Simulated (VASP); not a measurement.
Here is a VASP 6.6.1 calculation.

The input INCAR:

```
SYSTEM = HgH3
PREC = Accurate
ENCUT = 520
EDIFF = 1E-6
ISMEAR = 0
SIGMA = 0.1
LREAL = .FALSE.
LASPH = .TRUE.
NELM = 80
ALGO = Normal
ISIF = 2
LWAVE = .FALSE.
LCHARG = .FALSE.
GGA = PE
NBANDS = 16
```

The input KPOINTS:

```
regular mesh
0
G
  6 6 4
  0 0 0
```

POSCAR

```
HgH3
1.0
    3.7208735160      0.0000000000      0.0000000000
   -1.8604367580      3.2223709891      0.0000000000
    0.0000000000      0.0000000000      3.7076072543
Hg H
1 3
Direct
    0.0000000000      0.0000000000      0.0000000000
    0.3333333333      0.6666666667      0.0000000000
    0.6666666667      0.3333333333      0.0000000000
    0.0000000000      0.0000000000      0.5000000000
```

Potentials or basis: VASP PAW PBE potentials, release 64 (Hg, H).

Run with:

```console
$ cat potpaw_PBE.64/Hg/POTCAR potpaw_PBE.64/H/POTCAR > POTCAR
$ mpirun -np 1 vasp_std > vasp.out
```

Problem. What does it give for the pressure?

Solution. 0.1 GPa.

Problem. Estimate the band gap on the k mesh.

Solution. Zero (an odd number of electrons rules out a gap without spin polarisation).

Stress tensor (GPa, compression positive):
```
-0.01  0.00  0.00
 0.00 -0.01  0.00
 0.00  0.00  0.31
```

Caveat: the k points lie up to 0.42 Å⁻¹ apart, too coarse for converged energies and pressures of a metal; spin-orbit coupling is left out, which moves the levels of the heavy elements.
